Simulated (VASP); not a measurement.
Runs of VASP 6.6.1 on Hg. The structure is that of space group R-3m (No. 166), or close to it. The cells are those of the table. 

```tsv
task	cell	k mesh	cutoff (eV)	smearing	gap on the mesh (eV)	pressure (GPa)
single point	a = 2.946 Å, angles 72.7°, 1 atom	6 × 6 × 6	520	fermi-dirac 0.1 eV	none	0.4
relaxation of cell and atoms	relaxed from a = 2.992 Å, angles 70.6°, 1 atom	11 × 11 × 11	600	fermi-dirac 0.1 eV	none	0.0
single point	a = 2.946 Å, angles 72.7°, 1 atom	11 × 11 × 11	520	fermi-dirac 0.01 eV	none	0.9
single point	a = 2.946 Å, angles 72.7°, 1 atom	12 × 12 × 12	520	fermi-dirac 0.1 eV	none	(a)
single point	a = 2.946 Å, angles 72.7°, 1 atom	11 × 11 × 11	520	fermi-dirac 0.1 eV	none	0.7
```

Alike in all rows: level LDA; potentials or basis VASP PAW LDA potentials, release 64 (Hg); no spin polarisation.

Q: Estimate the missing entries.

A: (a) 0.8.

Caveats: some runs use coarse meshes; spin-orbit coupling is left out, which moves the levels of the heavy elements.

A k mesh can miss the band edges, and the runs leave out spin-orbit coupling on Hg.

A gap of «none» marks levels without a gap at the run's occupations.
